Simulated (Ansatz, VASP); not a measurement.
## One calculation of KCl, two programs

File INCAR:

```
PREC = Accurate
ENCUT = 520
EDIFF = 1E-7
ISMEAR = 0
SIGMA = 0.05
LREAL = F
LASPH = T
NELM = 80
ALGO = Normal
ISIF = 2
LWAVE = F
LCHARG = F
NBANDS = 15
```

KPOINTS

```
regular mesh
0
Gamma
  6 6 6
```

The input POSCAR:

```
KCl
1.0
    3.8391960000      0.0000000000      0.0000000000
    0.0000000000      3.8008040400      0.0000000000
    0.0000000000      0.0000000000      3.8391960000
K Cl
1 1
Direct
    0.0000000000      0.0000000000      0.0000000000
    0.5000000000      0.5000000000      0.5000000000
```

Input for Ansatz:

```yaml
crystal:
  lattice:
    - [3.839196, 0.0, 0.0]
    - [0.0, 3.80080404, 0.0]
    - [0.0, 0.0, 3.839196]
  atoms:
    - { symbol: K, position: [0.0, 0.0, 0.0] }
    - { symbol: Cl, position: [0.5, 0.5, 0.5] }
basis:
  ecutwfc: 420
kpoints:
  mp_grid: { grid: [6, 6, 6] }
hamiltonian:
  xc: lda
scf:
  occupations: { method: gaussian, width: 0.05 }
output:
  forces: true
  stress: true
  eigenvalues: true
```

Change from the starting cell: strain -0.0100 x Voigt [0, 1, 0, 0, 0, 0], atoms carried along.

Alike in both runs: task single point; functional LDA; k mesh 6 × 6 × 6; occupations gaussian, width 0.05 eV; no spin polarisation.

```csv
,VASP,Ansatz
version,VASP 6.6.1,Ansatz 0.2.0
potentials or method,"VASP PAW LDA potentials, release 64 (K_sv, Cl), cutoff 520 eV","scalar-relativistic, plane waves, PAW"
valence electrons in the cell,16,16
```

|  | VASP | Ansatz | Ansatz less VASP |
| --- | --- | --- | --- |
| gap on the k mesh at the Fermi level (eV) | 4.38 | 4.37 | -0.006 |
| least direct gap on the mesh (eV) | 4.59 | 4.58 | -0.007 |
| pressure (GPa) | -3.0 | -3.0 | -0.02 |
| traceless stress, the component that is largest in VASP (GPa) | 0.28 | 0.28 | 0.000 |

LDA's correlation is that of Perdew and Zunger in VASP and of Perdew and Wang (1992) in Ansatz.
